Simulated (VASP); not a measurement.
# Sn (Fd-3m) in VASP: further runs

Sn is run at these levels: PBEsol; tasks: single point.

Everything below comes from runs of VASP 6.6.1. Logs are shortened: lines on timing, memory, paths and dates and some standing lists are left out, and cuts for length are marked.

## 1. The cell of the first run

Symmetry: Fd-3m, No. 227, cubic system. The conventional cell has a = 6.570 Å, b = 6.570 Å, c = 6.570 Å, α = 90.00°, β = 90.00°, γ = 90.00°. Sn (site symmetry -43m) has 4 Sn at 2.84 Å within 3.7 Å.

## 2. Single point, PBEsol

Input file INCAR:

```
  PREC = Accurate
  ENCUT = 520
  EDIFF = 1E-6
  ISMEAR = 0
  SIGMA = 0.1
  LREAL = F
  LASPH = T
  NELM = 60
  ALGO = Normal
  ISIF = 2
  LWAVE = F
  LCHARG = F
  GGA = PS
  NBANDS = 21
```

Input file KPOINTS:

```
regular mesh
0
Gamma
  6 6 6
```

Input file POSCAR:

```
Sn
1.0
    0.0000000000      3.2849870000      3.2849870000
    3.2849870000      0.0000000000      3.2849870000
    3.2849870000      3.2849870000      0.0000000000
Sn
2
Direct
    0.5000000000      0.5000000000      0.5000000000
    0.7500000000      0.7500000000      0.7500000000
```

Potentials or basis: VASP PAW PBE potentials, release 64 (Sn_d).

Command:

```sh
$ cat potpaw_PBE.64/Sn_d/POTCAR > POTCAR
$ mpirun -np 1 vasp_std > vasp.out
```

OUTCAR:

```text
PREC = Accurate
   ENCUT = 520
   EDIFF = 1E-6
   ISMEAR = 0
   LREAL = F
   LASPH = T
   NELM = 60
   ISIF = 2
   GGA = PS

 ion  position               nearest neighbor table
   1  0.500  0.500  0.500-   2 2.84   2 2.84   2 2.84   2 2.84
   2  0.750  0.750  0.750-   1 2.84   1 2.84   1 2.84   1 2.84

  LATTYP: Found a face centered cubic cell.
 ALAT       =     6.5699740000

  Lattice vectors:

 A1 = (   0.0000000000,   3.2849870000,   3.2849870000)
 A2 = (   3.2849870000,   0.0000000000,   3.2849870000)
 A3 = (   3.2849870000,   3.2849870000,   0.0000000000)

Analysis of symmetry for initial positions (statically):
=====================================================================
 Subroutine PRICEL returns:
 Original cell was already a primitive cell.

 Routine SETGRP: Setting up the symmetry group for a
 face centered cubic supercell.

 Subroutine GETGRP returns: Found 48 space group operations
 (whereof 24 operations were pure point group operations)
 out of a pool of 48 trial point group operations.

The static configuration has the point symmetry T_d .
 The point group associated with its full space group is O_h .

Analysis of symmetry for dynamics (positions and initial velocities):
=====================================================================
 Subroutine PRICEL returns:
 Original cell was already a primitive cell.

 Routine SETGRP: Setting up the symmetry group for a
 face centered cubic supercell.

 Subroutine GETGRP returns: Found 48 space group operations
 (whereof 24 operations were pure point group operations)
 out of a pool of 48 trial point group operations.

The dynamic configuration has the point symmetry T_d .
 The point group associated with its full space group is O_h .

 Subroutine INISYM returns: Found 48 space group operations
 (whereof 24 operations are pure point group operations),
 and found     1 'primitive' translations

----------------------------------------------------------------------------------------

                                     Primitive cell

  volume of cell :      70.8975

  direct lattice vectors                    reciprocal lattice vectors
     0.000000000  3.284987000  3.284987000    -0.152207604  0.152207604  0.152207604
     3.284987000  0.000000000  3.284987000     0.152207604 -0.152207604  0.152207604
     3.284987000  3.284987000  0.000000000     0.152207604  0.152207604 -0.152207604

  length of vectors
     4.645673168  4.645673168  4.645673168     0.263631303  0.263631303  0.263631303

  position of ions in fractional coordinates (direct lattice)
     0.500000000  0.500000000  0.500000000
     0.750000000  0.750000000  0.750000000

  ion indices of the primitive-cell ions
   primitive index   ion index
                 1           1
                 2           2

----------------------------------------------------------------------------------------

 KPOINTS: regular mesh

Automatic generation of k-mesh.
 Grid dimensions read from file:
 generate k-points for:    6    6    6

 Generating k-lattice:

  Cartesian coordinates                     Fractional coordinates (reciprocal lattice)
    -0.025367934  0.025367934  0.025367934     0.166666667  0.000000000  0.000000000
     0.025367934 -0.025367934  0.025367934     0.000000000  0.166666667  0.000000000
     0.025367934  0.025367934 -0.025367934     0.000000000  0.000000000  0.166666667

  Length of vectors
     0.043938551  0.043938551  0.043938551

  Shift w.r.t. Gamma in fractional coordinates (k-lattice)
     0.000000000  0.000000000  0.000000000

 Subroutine IBZKPT returns following result:
 ===========================================

 Found     16 irreducible k-points:

 Following reciprocal coordinates:
            Coordinates               Weight
  0.000000  0.000000  0.000000      1.000000
  0.166667  0.000000  0.000000      8.000000
  0.333333  0.000000  0.000000      8.000000
  0.500000  0.000000  0.000000      4.000000
  0.166667  0.166667  0.000000      6.000000
  0.333333  0.166667  0.000000     24.000000
[... 8 lines left out ...]
 -0.333333  0.333333  0.166667     24.000000
 -0.333333  0.500000  0.166667     12.000000
   k-points           NKPTS =     16   k-points in BZ     NKDIM =     16   number of bands    NBANDS=     21
   number of dos      NEDOS =    301   number of ions     NIONS =      2
   total plane-waves  NPLWV =  46656
   dimension x,y,z NGX =    36 NGY =   36 NGZ =   36
   dimension x,y,z NGXF=    72 NGYF=   72 NGZF=   72
   ions per type =               2
   NGX,Y,Z   is equivalent  to a cutoff of  12.88, 12.88, 12.88 a.u.
   NGXF,Y,Z  is equivalent  to a cutoff of  25.77, 25.77, 25.77 a.u.
 SYSTEM =  unknown system
   PREC   = accura    normal or accurate (medium, high low for compatibility)
   ISTART =      0    job   : 0-new  1-cont  2-samecut
   ICHARG =      2    charge: 1-file 2-atom 10-const
   ISPIN  =      1    spin polarized calculation?
   LNONCOLLINEAR =      F non collinear calculations
   LSORBIT =      F    spin-orbit coupling
   LASPH  =      T    aspherical Exc in radial PAW
   ENCUT  =  520.0 eV  38.22 Ry    6.18 a.u.   8.64  8.64  8.64*2*pi/ulx,y,z
   NELM   =     60;   NELMIN=  2; NELMDL= -5     # of ELM steps
   EDIFF  = 0.1E-05   stopping-criterion for ELM
   LREAL  =      F    real-space projection
   EDIFFG = 0.1E-04   stopping-criterion for IOM
   NSW    =      0    number of steps for IOM
   IBRION =     -1    ionic relax: 0-MD 1-quasi-New 2-CG
   NFREE  =      0    steps in history (QN), initial steepest desc. (CG)
   ISIF   =      2    stress and relaxation
   ISYM   =      2    0-nonsym 1-usesym 2-fastsym
   POTIM  = 0.5000    time-step for ionic-motion
   TEBEG  =    0.0;   TEEND  =   0.0 temperature during run
   PSTRESS=    0.0 pullay stress
   NELECT =      28.0000    total number of electrons
   NUPDOWN=      -1.0000    fix difference up-down
   EMIN   =  10.00;   EMAX   =-10.00  energy-range for DOS
   EFERMI =   0.00;   METHOD = LEGACY
   ISMEAR =     0;   SIGMA  =   0.10  broadening in eV -4-tet -1-fermi 0-gaus
   EFERMI_NEDOS =   21; number of points for ismear=-14 and -15
   IALGO  =     38    algorithm
   IMIX   =      4    mixing-type and parameters
     AMIX     =   0.40;   BMIX     =  1.00
     AMIX_MAG =   1.60;   BMIX_MAG =  1.00
  volume/ion in A,a.u.               =      35.45       239.22
  Fermi-wavevector in a.u.,A,eV,Ry     =   1.201113  2.269774 19.628749  1.442672
  Thomas-Fermi vector in A             =   2.336931
   LORBIT       =      0    0 simple, 1 ext, 2 COOP (PROOUT), +10 PAW based schemes
   GGA     = PS    functional components
   LHFCALC =     F    Hartree Fock is set to
   AEXX    =    0.0000 exact exchange contribution
   IVDW    =     0    specifies the selected vdW correction
   LEPSILON=     F    determine dielectric tensor
   LRPA    =     F    only Hartree local field effects (RPA)
 non-spin polarized calculation
 Gauss-broadening in eV      SIGMA  =   0.10
  energy-cutoff  :      520.00
  volume of cell :       70.90
 maximum number of plane-waves:      1932
 NGX is ok and might be reduce to    36
   NGX = 17   NGY = 17   NGZ = 17

 number of electron      27.9999985 magnetization

 Free energy of the ion-electron system (eV)
  ---------------------------------------------------
  ext. energy  EPLUGINS =         0.00000000
  ---------------------------------------------------
  free energy    TOTEN  =        -8.42966821 eV

  energy without entropy =       -8.42843712  energy(sigma->0) =       -8.42905267

 E-fermi :   4.9796     XC(G=0):  -8.8997

 val. band max:        4.7789338338   @ k =   0.1667   0.0000   0.0000
 cond. band min:       4.9806660655   @ k =   0.5000   0.0000   0.0000
 fundamental gap:      0.2017322317
 Fermi energy:         4.9795739068

 k-point     1 :       0.0000    0.0000    0.0000
  band No.  band energies     occupation
      1     -16.4137      2.00000
      2     -16.4137      2.00000
      3     -16.4137      2.00000
      4     -16.3586      2.00000
      5     -16.3586      2.00000
      6     -16.0759      2.00000
[... 13 lines left out ...]
     20      12.9905      0.00000
     21      12.9905      0.00000

 k-point     2 :       0.1667    0.0000    0.0000
  band No.  band energies     occupation
      1     -16.4284      2.00000
      2     -16.4284      2.00000
      3     -16.4078      2.00000
      4     -16.3373      2.00000
      5     -16.3373      2.00000
      6     -16.1049      2.00000
[... 13 lines left out ...]
     20      11.9546      0.00000
     21      11.9546      0.00000

 k-point     3 :       0.3333    0.0000    0.0000
  band No.  band energies     occupation
      1     -16.4428      2.00000
      2     -16.4428      2.00000
      3     -16.3952      2.00000
      4     -16.3116      2.00000
      5     -16.3116      2.00000
      6     -16.1267      2.00000
[... 13 lines left out ...]
     20      12.3486      0.00000
     21      12.3486      0.00000

 k-point     4 :       0.5000    0.0000    0.0000
  band No.  band energies     occupation
      1     -16.4469      2.00000
      2     -16.4469      2.00000
      3     -16.3886      2.00000
      4     -16.3033      2.00000
      5     -16.3033      2.00000
      6     -16.1328      2.00000
[... 13 lines left out ...]
     20      13.6289      0.00000
     21      13.7508      0.00000

 k-point     5 :       0.1667    0.1667    0.0000
  band No.  band energies     occupation
      1     -16.4270      2.00000
      2     -16.4270      2.00000
      3     -16.4212      2.00000
      4     -16.3388      2.00000
      5     -16.3128      2.00000
      6     -16.1466      2.00000
[... 13 lines left out ...]
     20      11.5096      0.00000
     21      13.2954      0.00000
[... 190 lines left out ...]
     20      14.0770      0.00000
     21      15.3418      0.00000

 k-point    14 :       0.5000    0.3333    0.1667
  band No.  band energies     occupation
      1     -16.4662      2.00000
      2     -16.4609      2.00000
      3     -16.3585      2.00000
      4     -16.2855      2.00000
      5     -16.2431      2.00000
      6     -16.2171      2.00000
[... 13 lines left out ...]
     20      12.9735      0.00000
     21      14.6635      0.00000

 k-point    15 :      -0.3333    0.3333    0.1667
  band No.  band energies     occupation
      1     -16.4787      2.00000
      2     -16.4654      2.00000
      3     -16.3285      2.00000
      4     -16.2613      2.00000
      5     -16.2345      2.00000
      6     -16.2218      2.00000
[... 13 lines left out ...]
     20      14.2577      0.00000
     21      14.6398      0.00000

 k-point    16 :      -0.3333    0.5000    0.1667
  band No.  band energies     occupation
      1     -16.4731      2.00000
      2     -16.4731      2.00000
      3     -16.2998      2.00000
      4     -16.2998      2.00000
      5     -16.2165      2.00000
      6     -16.2165      2.00000
[... 13 lines left out ...]
     20      13.9064      0.00000
     21      15.1437      0.00000

------------------------ aborting loop because EDIFF is reached ----------------------------------------

  FORCE on cell =-STRESS in cart. coord.  units (eV):
  Direction    XX          YY          ZZ          XY          YZ          ZX
  --------------------------------------------------------------------------------------
  -------------------------------------------------------------------------------------
  Total       -0.2508433     -0.2508433     -0.2508433      0.0000000      0.0000000      0.0000000
  in kB       -5.6686834     -5.6686834     -5.6686834      0.0000000      0.0000000      0.0000000
  external PRESSURE =      -5.6686834 kB  Pullay stress =       0.0000000 kB

 VOLUME and BASIS-vectors are now :
 -----------------------------------------------------------------------------
  energy-cutoff  :      520.00
  volume of cell :       70.90
      direct lattice vectors                 reciprocal lattice vectors
     0.000000000  3.284987000  3.284987000    -0.152207604  0.152207604  0.152207604
     3.284987000  0.000000000  3.284987000     0.152207604 -0.152207604  0.152207604
     3.284987000  3.284987000  0.000000000     0.152207604  0.152207604 -0.152207604

 POSITION                                       TOTAL-FORCE (eV/Angst)
 -----------------------------------------------------------------------------------
      3.28499      3.28499      3.28499         0.000000      0.000000      0.000000
      4.92748      4.92748      4.92748        -0.000000     -0.000000     -0.000000
 -----------------------------------------------------------------------------------
    total drift:                                0.000000      0.000000      0.000000

  FREE ENERGIE OF THE ION-ELECTRON SYSTEM (eV)
  ---------------------------------------------------
  free  energy   TOTEN  =        -8.4296682113 eV

  energy  without entropy=       -8.4284371190  energy(sigma->0) =       -8.42905267
```

It took 21 s on 1 thread of Intel Xeon 6975P-C, shared host; peak memory 0.2 GiB.

What came out:

```yaml
Free_energy: -8.4297 eV
Pressure: -0.6 GPa
Band_gap_on_the_k_mesh: zero (band 14 reaches 5.20 eV, above the bottom of band 15 at 4.98 eV)
```

Caveat: the PAW data sets were made with another functional, which shifts forces and pressure a little; spin-orbit coupling is left out, which moves the levels of the heavy elements.

## 3. Single point, PBEsol

This run uses another cell than the first one, of 34.98 Å³/atom, 0.987 times its volume.

Input file INCAR:

```
SYSTEM = Sn
PREC = Accurate
ENCUT = 520
EDIFF = 1E-6
ISMEAR = 0
SIGMA = 0.1
LREAL = .False.
LASPH = .True.
NELM = 100
ALGO = Fast
ISIF = 2
LWAVE = .False.
LCHARG = .False.
GGA = PS
NBANDS = 21
```

Input file KPOINTS:

```
regular mesh
0
Gamma
  12 12 12
  0 0 0
```

Input file POSCAR:

```
Sn
1.0
    0.0000000000      3.2705270536      3.2705270536
    3.2705270536      0.0000000000      3.2705270536
    3.2705270536      3.2705270536      0.0000000000
Sn
2
Direct
    0.5000000000      0.5000000000      0.5000000000
    0.7500000000      0.7500000000      0.7500000000
```

Potentials or basis: VASP PAW PBE potentials, release 64 (Sn_d).

Command:

```sh
$ cat potpaw_PBE.64/Sn_d/POTCAR > POTCAR
$ mpirun -np 1 vasp_std > vasp.out
```

It took 88 s on 1 thread of Intel Xeon 6975P-C, shared host; peak memory 0.25 GiB.

It converged, with:

```yaml
Free_energy: -8.4657 eV
Pressure: -0.1 GPa
Band_gap_on_the_k_mesh: zero (band 14 reaches 5.33 eV, above the bottom of band 15 at 5.13 eV)
```

Levels at points of the mesh, in eV from the Fermi level:
```tsv
k point	band 10	band 11	band 12	band 13	band 14	band 15	band 16	band 17	band 18	band 19
(0.00, 0.00, 0.00)	-21.18	-10.46	-0.84	0.10	0.10	0.10	2.17	2.17	2.17	4.86
(0.50, 0.00, 0.00)	-21.13	-8.88	-6.22	-1.07	-1.07	-0.09	3.22	3.22	5.56	8.33
(0.50, 0.50, 0.00)	-21.11	-7.44	-7.44	-2.37	-2.37	0.80	0.80	7.58	7.58	9.08
```

Caveat: the PAW data sets were made with another functional, which shifts forces and pressure a little; spin-orbit coupling is left out, which moves the levels of the heavy elements.

## 4. Single point, PBEsol

This run uses another cell than the first one, of 35.02 Å³/atom, 0.988 times its volume.

Input file INCAR:

```
  PREC = Accurate
  ENCUT = 520
  EDIFF = 1E-6
  ISMEAR = -1
  SIGMA = 0.15
  LREAL = False
  LASPH = True
  NELM = 100
  ALGO = Normal
  ISIF = 2
  LWAVE = False
  LCHARG = False
  GGA = PS
  NBANDS = 21
```

Input file KPOINTS:

```
Automatic mesh
0
Gamma
  12 12 12
```

Input file POSCAR:

```
Sn
1.0
    0.0000000000      3.2716457881      3.2716457881
    3.2716457881      0.0000000000      3.2716457881
    3.2716457881      3.2716457881      0.0000000000
Sn
2
Direct
    0.5000000000      0.5000000000      0.5000000000
    0.7500000000      0.7500000000      0.7500000000
```

Command:

```sh
$ cat potpaw_PBE.64/Sn_d/POTCAR > POTCAR
$ mpirun -np 1 vasp_std > vasp.out
```

Wall time 75 s (1 thread of Intel Xeon 6975P-C, shared host); peak memory 0.25 GiB.

It converged, with:

| Property | Result |
| --- | --- |
| Free energy | -8.4722 eV |
| Pressure | -0.1 GPa |
| Band gap on the k mesh | zero (band 14 reaches 5.32 eV, above the bottom of band 15 at 5.12 eV) |

Levels at points of the mesh, in eV from the Fermi level:
| k point | band 12 | band 13 | band 14 | band 15 | band 16 | band 17 |
| --- | --- | --- | --- | --- | --- | --- |
| (0.00, 0.00, 0.00) | -0.90 | 0.05 | 0.05 | 0.05 | 2.11 | 2.11 |
| (0.50, 0.00, 0.00) | -6.27 | -1.12 | -1.12 | -0.14 | 3.17 | 3.17 |
| (0.50, 0.50, 0.00) | -7.49 | -2.43 | -2.43 | 0.75 | 0.75 | 7.52 |

Caveat: the PAW data sets were made with another functional, which shifts forces and pressure a little; spin-orbit coupling is left out, which moves the levels of the heavy elements.

## 5. Summary

```tsv
cell	k mesh	smearing	gap on the mesh (eV)	pressure (GPa)
a = 4.646 Å, angles 60.0°, 2 atoms	6 × 6 × 6	gaussian 0.1 eV	none	-0.6
a = 4.625 Å, angles 60.0°, 2 atoms	12 × 12 × 12	gaussian 0.1 eV	none	-0.1
a = 4.627 Å, angles 60.0°, 2 atoms	12 × 12 × 12	fermi-dirac 0.15 eV	none	-0.1
```

Alike in all rows: task single point; level PBEsol; potentials or basis VASP PAW PBE potentials, release 64 (Sn_d); no spin polarisation; cutoff (eV) 520.

Caveats: the PAW data sets were made with another functional, which shifts forces and pressure a little; spin-orbit coupling is left out, which moves the levels of the heavy elements.

Absolute energies hang on the potentials; compare differences alone.
